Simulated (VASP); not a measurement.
# CaYbS2 (P4/mmm) in VASP: single point with PBE

Aim: the single point of CaYbS2 with PBE.

Program: VASP 6.6.1. These are calculated values, not measurements. Logs are shortened: lines on timing, memory, paths and dates and some standing lists are left out, and cuts for length are marked.

## Step 1: The cell of the first run

The structure is tetragonal, space group P4/mmm (No. 123). Conventional cell: a = 3.998 Å, b = 3.998 Å, c = 5.659 Å, α = 90.00°, β = 90.00°, γ = 90.00°. Ca (site symmetry 4/mmm) has 6 S at 2.83 Å within 3.7 Å. Yb (site symmetry 4/mmm) has 6 S at 2.83 Å within 3.7 Å. Within 3.7 Å of S (site symmetry 4/mmm) lie 4 Ca at 2.83 Å and 2 Yb at 2.83 Å. Within 3.7 Å of S (site symmetry 4/mmm) lie 4 Yb at 2.83 Å and 2 Ca at 2.83 Å.

## Step 2: Single point, PBE

POSCAR

```
CaYbS2
1.0
    3.9979322677      0.0000000000      0.0000000000
    0.0000000000      3.9979322677      0.0000000000
    0.0000000000      0.0000000000      5.6589774362
Ca Yb S
1 1 2
Direct
    0.5000000000      0.5000000000      0.5000000000
    0.0000000000      0.0000000000      0.0000000000
    0.0000000000      0.0000000000      0.5000000000
    0.5000000000      0.5000000000      0.0000000000
```

INCAR.step1

```
SYSTEM = CaYbS2
  PREC = Accurate
  ENCUT = 520
  EDIFF = 1E-7
  ISMEAR = 0
  SIGMA = 0.1
  LREAL = .False.
  LASPH = .True.
  NELM = 100
  ALGO = Normal
  ISIF = 2
  LWAVE = .False.
  LCHARG = .True.
  LMAXMIX = 6
  GGA = PE
  NBANDS = 31
```

KPOINTS.step1

```
regular mesh
0
Gamma
  12 12 8
  0 0 0
```

INCAR.step2

```
SYSTEM = CaYbS2
  PREC = Accurate
  ENCUT = 520
  EDIFF = 1E-7
  ISMEAR = -5
  SIGMA = 0.1
  LREAL = .False.
  LASPH = .True.
  NELM = 100
  ALGO = Normal
  ISIF = 2
  LWAVE = .False.
  LCHARG = .False.
  LMAXMIX = 6
  GGA = PE
  LORBIT = 10
  NEDOS = 1001
  ICHARG = 11
```

KPOINTS.step2

```
regular mesh
0
Gamma
  18 18 12
  0 0 0
```

Potentials or basis: VASP PAW PBE potentials, release 64 (Ca_sv, Yb, S).

Run with:

```sh
$ cat potpaw_PBE.64/Ca_sv/POTCAR potpaw_PBE.64/Yb/POTCAR potpaw_PBE.64/S/POTCAR > POTCAR
$ cp INCAR.step1 INCAR
$ cp KPOINTS.step1 KPOINTS
$ mpirun -np 1 vasp_std > vasp.out
$ cp INCAR.step2 INCAR
$ cp KPOINTS.step2 KPOINTS
$ mpirun -np 1 vasp_std > vasp.out
```

OUTCAR:

```text
SYSTEM = CaYbS2
   PREC = Accurate
   ENCUT = 520
   EDIFF = 1E-7
   ISMEAR = -5
   LREAL = .False.
   LASPH = .True.
   NELM = 100
   ISIF = 2
   GGA = PE
   LORBIT = 10
   ICHARG = 11

 ion  position               nearest neighbor table
   1  0.500  0.500  0.500-   3 2.83   3 2.83   3 2.83   3 2.83   4 2.83   4 2.83
   2  0.000  0.000  0.000-   4 2.83   4 2.83   4 2.83   4 2.83   3 2.83   3 2.83
   3  0.000  0.000  0.500-   1 2.83   1 2.83   1 2.83   1 2.83   2 2.83   2 2.83
   4  0.500  0.500  0.000-   2 2.83   2 2.83   2 2.83   2 2.83   1 2.83   1 2.83

  LATTYP: Found a simple tetragonal cell.
 ALAT       =     3.9979322677
 C/A-ratio  =     1.4154760654

  Lattice vectors:

 A1 = (   3.9979322677,   0.0000000000,   0.0000000000)
 A2 = (   0.0000000000,   3.9979322677,   0.0000000000)
 A3 = (   0.0000000000,   0.0000000000,   5.6589774362)

Analysis of symmetry for initial positions (statically):
=====================================================================
 Subroutine PRICEL returns:
 Original cell was already a primitive cell.

 Routine SETGRP: Setting up the symmetry group for a
 simple tetragonal supercell.

 Subroutine GETGRP returns: Found 16 space group operations
 (whereof 16 operations were pure point group operations)
 out of a pool of 16 trial point group operations.

The static configuration has the point symmetry D_4h.

Analysis of symmetry for dynamics (positions and initial velocities):
=====================================================================
 Subroutine PRICEL returns:
 Original cell was already a primitive cell.

 Routine SETGRP: Setting up the symmetry group for a
 simple tetragonal supercell.

 Subroutine GETGRP returns: Found 16 space group operations
 (whereof 16 operations were pure point group operations)
 out of a pool of 16 trial point group operations.

The dynamic configuration has the point symmetry D_4h.

 Subroutine INISYM returns: Found 16 space group operations
 (whereof 16 operations are pure point group operations),
 and found     1 'primitive' translations

----------------------------------------------------------------------------------------

                                     Primitive cell

  volume of cell :      90.4501

  direct lattice vectors                    reciprocal lattice vectors
     3.997932268  0.000000000  0.000000000     0.250129300  0.000000000  0.000000000
     0.000000000  3.997932268  0.000000000     0.000000000  0.250129300  0.000000000
     0.000000000  0.000000000  5.658977436     0.000000000  0.000000000  0.176710371

  length of vectors
     3.997932268  3.997932268  5.658977436     0.250129300  0.250129300  0.176710371

  position of ions in fractional coordinates (direct lattice)
     0.500000000  0.500000000  0.500000000
     0.000000000  0.000000000  0.000000000
     0.000000000  0.000000000  0.500000000
     0.500000000  0.500000000  0.000000000

  ion indices of the primitive-cell ions
   primitive index   ion index
                 1           1
                 2           2
                 3           3
                 4           4

----------------------------------------------------------------------------------------

 KPOINTS: regular mesh

Automatic generation of k-mesh.
 Grid dimensions read from file:
 generate k-points for:   18   18   12

 Generating k-lattice:

  Cartesian coordinates                     Fractional coordinates (reciprocal lattice)
     0.013896072  0.000000000  0.000000000     0.055555556  0.000000000  0.000000000
     0.000000000  0.013896072  0.000000000     0.000000000  0.055555556  0.000000000
     0.000000000  0.000000000  0.014725864     0.000000000  0.000000000  0.083333333

  Length of vectors
     0.013896072  0.013896072  0.014725864

  Shift w.r.t. Gamma in fractional coordinates (k-lattice)
     0.000000000  0.000000000  0.000000000

 TETIRR: Found   5832 inequivalent tetrahedra from    23328

 Subroutine IBZKPT returns following result:
 ===========================================

 Found    385 irreducible k-points:

 Following reciprocal coordinates:
            Coordinates               Weight
  0.000000  0.000000  0.000000      1.000000
  0.055556  0.000000  0.000000      4.000000
  0.111111  0.000000  0.000000      4.000000
  0.166667  0.000000  0.000000      4.000000
  0.222222  0.000000  0.000000      4.000000
  0.277778  0.000000  0.000000      4.000000
[... 16 lines left out ...]
  0.277778  0.111111  0.000000      8.000000
  0.333333  0.111111  0.000000      8.000000
 [... further k-points ...]
   k-points           NKPTS =    385   k-points in BZ     NKDIM =    385   number of bands    NBANDS=     27
   number of dos      NEDOS =   1001   number of ions     NIONS =      4
   total plane-waves  NPLWV =  37800
   dimension x,y,z NGX =    30 NGY =   30 NGZ =   42
   dimension x,y,z NGXF=    60 NGYF=   60 NGZF=   84
   ions per type =               1   1   2
   NGX,Y,Z   is equivalent  to a cutoff of  12.47, 12.47, 12.34 a.u.
   NGXF,Y,Z  is equivalent  to a cutoff of  24.95, 24.95, 24.68 a.u.
 SYSTEM =  CaYbS2
   PREC   = accura    normal or accurate (medium, high low for compatibility)
   ISTART =      0    job   : 0-new  1-cont  2-samecut
   ICHARG =     11    charge: 1-file 2-atom 10-const
   ISPIN  =      1    spin polarized calculation?
   LNONCOLLINEAR =      F non collinear calculations
   LSORBIT =      F    spin-orbit coupling
   LASPH  =      T    aspherical Exc in radial PAW
   ENCUT  =  520.0 eV  38.22 Ry    6.18 a.u.   7.43  7.43 10.52*2*pi/ulx,y,z
   NELM   =    100;   NELMIN=  2; NELMDL=  0     # of ELM steps
   EDIFF  = 0.1E-06   stopping-criterion for ELM
   LREAL  =      F    real-space projection
   EDIFFG = 0.1E-05   stopping-criterion for IOM
   NSW    =      0    number of steps for IOM
   IBRION =     -1    ionic relax: 0-MD 1-quasi-New 2-CG
   NFREE  =      0    steps in history (QN), initial steepest desc. (CG)
   ISIF   =      2    stress and relaxation
   ISYM   =      2    0-nonsym 1-usesym 2-fastsym
   POTIM  = 0.5000    time-step for ionic-motion
   TEBEG  =    0.0;   TEEND  =   0.0 temperature during run
   PSTRESS=    0.0 pullay stress
   NELECT =      46.0000    total number of electrons
   NUPDOWN=      -1.0000    fix difference up-down
   EMIN   =  10.00;   EMAX   =-10.00  energy-range for DOS
   EFERMI =   0.00;   METHOD = LEGACY
   ISMEAR =    -5;   SIGMA  =   0.10  broadening in eV -4-tet -1-fermi 0-gaus
   EFERMI_NEDOS =   21; number of points for ismear=-14 and -15
   IALGO  =     38    algorithm
   IMIX   =      4    mixing-type and parameters
     AMIX     =   0.40;   BMIX     =  1.00
     AMIX_MAG =   1.60;   BMIX_MAG =  1.00
  volume/ion in A,a.u.               =      22.61       152.60
  Fermi-wavevector in a.u.,A,eV,Ry     =   1.306746  2.469392 23.233104  1.707585
  Thomas-Fermi vector in A             =   2.437527
   LORBIT       =     10    0 simple, 1 ext, 2 COOP (PROOUT), +10 PAW based schemes
   GGA     = PE    functional components
   LHFCALC =     F    Hartree Fock is set to
   AEXX    =    0.0000 exact exchange contribution
   IVDW    =     0    specifies the selected vdW correction
   LEPSILON=     F    determine dielectric tensor
   LRPA    =     F    only Hartree local field effects (RPA)
 non-spin polarized calculation
 Fermi weights with tetrahedron method with Bloechl corrections
  energy-cutoff  :      520.00
  volume of cell :       90.45
 maximum number of plane-waves:      2486
 NGX is ok and might be reduce to    30

 number of electron      46.0000019 magnetization

 Free energy of the ion-electron system (eV)
  ---------------------------------------------------
  ext. energy  EPLUGINS =         0.00000000
  ---------------------------------------------------
  free energy    TOTEN  =       -22.23216845 eV

  energy without entropy =      -22.23216845  energy(sigma->0) =      -22.23216845

 E-fermi :   4.7832     XC(G=0):  -9.8957

 val. band max:        4.7883492238   @ k =   0.0556   0.0000   0.0833
 cond. band min:       4.7627027640   @ k =   0.5000   0.4444   0.0000
 fundamental gap:     -0.0256464598
 Fermi energy:         4.7832320937

 k-point     1 :       0.0000    0.0000    0.0000
  band No.  band energies     occupation
      1     -46.7681      2.00000
      2     -36.4822      2.00000
      3     -19.1862      2.00000
      4     -19.1469      2.00000
      5     -19.1469      2.00000
      6     -17.5469      2.00000
[... 19 lines left out ...]
     26       6.6139      0.00000
     27       7.1126      0.00000

 k-point     2 :       0.0556    0.0000    0.0000
  band No.  band energies     occupation
      1     -46.7680      2.00000
      2     -36.4821      2.00000
      3     -19.1858      2.00000
      4     -19.1509      2.00000
      5     -19.1464      2.00000
      6     -17.5468      2.00000
[... 19 lines left out ...]
     26       6.6276      0.00000
     27       6.7097      0.00000

 k-point     3 :       0.1111    0.0000    0.0000
  band No.  band energies     occupation
      1     -46.7679      2.00000
      2     -36.4817      2.00000
      3     -19.1847      2.00000
      4     -19.1622      2.00000
      5     -19.1450      2.00000
      6     -17.5465      2.00000
[... 19 lines left out ...]
     26       6.7155      0.00000
     27       6.8826      0.00000

 k-point     4 :       0.1667    0.0000    0.0000
  band No.  band energies     occupation
      1     -46.7676      2.00000
      2     -36.4811      2.00000
      3     -19.1830      2.00000
      4     -19.1795      2.00000
      5     -19.1429      2.00000
      6     -17.5461      2.00000
[... 19 lines left out ...]
     26       6.8164      0.00000
     27       6.9547      0.00000

 k-point     5 :       0.2222    0.0000    0.0000
  band No.  band energies     occupation
      1     -46.7672      2.00000
      2     -36.4804      2.00000
      3     -19.2006      2.00000
      4     -19.1809      2.00000
      5     -19.1403      2.00000
      6     -17.5488      2.00000
[... 19 lines left out ...]
     26       6.9702      0.00000
     27       7.1647      0.00000

 k-point     6 :       0.2778    0.0000    0.0000
  band No.  band energies     occupation
      1     -46.7669      2.00000
      2     -36.4797      2.00000
      3     -19.2229      2.00000
      4     -19.1787      2.00000
      5     -19.1376      2.00000
      6     -17.5672      2.00000
[... 444 lines left out ...]
      1     -46.7673      2.00000
      2     -36.4806      2.00000
      3     -19.1816      2.00000
      4     -19.1776      2.00000
      5     -19.1570      2.00000
      6     -17.5456      2.00000
[... 19 lines left out ...]
     26       7.1208      0.00000
     27       7.4249      0.00000

 k-point    22 :       0.2222    0.1111    0.0000
  band No.  band energies     occupation
      1     -46.7670      2.00000
      2     -36.4799      2.00000
      3     -19.1980      2.00000
      4     -19.1796      2.00000
      5     -19.1542      2.00000
      6     -17.5467      2.00000
[... 19 lines left out ...]
     26       7.2015      0.00000
     27       7.6744      0.00000

 k-point    23 :       0.2778    0.1111    0.0000
  band No.  band energies     occupation
      1     -46.7666      2.00000
      2     -36.4792      2.00000
      3     -19.2197      2.00000
      4     -19.1775      2.00000
      5     -19.1510      2.00000
      6     -17.5643      2.00000
[... 19 lines left out ...]
     26       7.6473      0.00000
     27       7.9078      0.00000

 k-point    24 :       0.3333    0.1111    0.0000
  band No.  band energies     occupation
      1     -46.7663      2.00000
      2     -36.4784      2.00000
      3     -19.2400      2.00000
      4     -19.1755      2.00000
      5     -19.1481      2.00000
      6     -17.5807      2.00000
[... 19 lines left out ...]
     26       7.8794      0.00000
     27       8.2151      0.00000

 [... further k-points ...]

------------------------ aborting loop because EDIFF is reached ----------------------------------------

  FORCE on cell =-STRESS in cart. coord.  units (eV):
  Direction    XX          YY          ZZ          XY          YZ          ZX
  --------------------------------------------------------------------------------------
  -------------------------------------------------------------------------------------
  Total       -3.0506946     -3.0506946     -3.2932940      0.0000000      0.0000000      0.0000000
  in kB      -54.0381528    -54.0381528    -58.3354100      0.0000000      0.0000000      0.0000000
  external PRESSURE =     -55.4705718 kB  Pullay stress =       0.0000000 kB

 VOLUME and BASIS-vectors are now :
 -----------------------------------------------------------------------------
  energy-cutoff  :      520.00
  volume of cell :       90.45
      direct lattice vectors                 reciprocal lattice vectors
     3.997932268  0.000000000  0.000000000     0.250129300  0.000000000  0.000000000
     0.000000000  3.997932268  0.000000000     0.000000000  0.250129300  0.000000000
     0.000000000  0.000000000  5.658977436     0.000000000  0.000000000  0.176710371

 POSITION                                       TOTAL-FORCE (eV/Angst)
 -----------------------------------------------------------------------------------
      1.99897      1.99897      2.82949         0.000000      0.000000      0.000000
      0.00000      0.00000      0.00000         0.000000      0.000000      0.000000
      0.00000      0.00000      2.82949         0.000000      0.000000      0.000000
      1.99897      1.99897      0.00000         0.000000      0.000000      0.000000
 -----------------------------------------------------------------------------------
    total drift:                                0.000000      0.000000      0.000000

  FREE ENERGIE OF THE ION-ELECTRON SYSTEM (eV)
  ---------------------------------------------------
  free  energy   TOTEN  =       -22.2321684505 eV

  energy  without entropy=      -22.2321684505  energy(sigma->0) =      -22.23216845

 total charge

# of ion       s       p       d       f       tot
--------------------------------------------------
    1        2.032   5.858   0.265   0.000   8.155
    2        2.104   6.039   0.347  13.655  22.145
    3        1.313   2.473   0.000   0.000   3.787
    4        1.313   2.466   0.000   0.000   3.778
--------------------------------------------------
tot          6.761  16.836   0.612  13.655  37.865
```

Run time: 17 min. Hardware: 1 thread of AMD EPYC 9R45 (Zen 5), shared host; peak memory 1 GiB.

Results:

* Valence electrons inside the program's atomic spheres: Ca 8.15; Yb 22.14; S 3.79, 3.78

Levels at points of the mesh, in eV from the Fermi level:
```tsv
k point	band 21	band 22	band 23	band 24	band 25	band 26
(0.00, 0.00, 0.00)	-0.11	-0.01	0.02	0.02	1.71	1.83
(0.50, 0.00, 0.00)	-0.14	-0.12	-0.12	2.94	2.96	3.30
(0.50, 0.50, 0.00)	-0.13	-0.09	-0.08	-0.08	-0.06	2.96
(0.00, 0.00, 0.50)	-0.13	-0.02	-0.02	0.36	0.88	2.63
(0.50, 0.00, 0.50)	-0.18	-0.15	-0.14	2.99	3.02	3.92
(0.50, 0.50, 0.50)	-0.14	-0.13	-0.10	2.57	2.58	2.61
```

Caveat: spin-orbit coupling is left out, which moves the levels of the heavy elements.
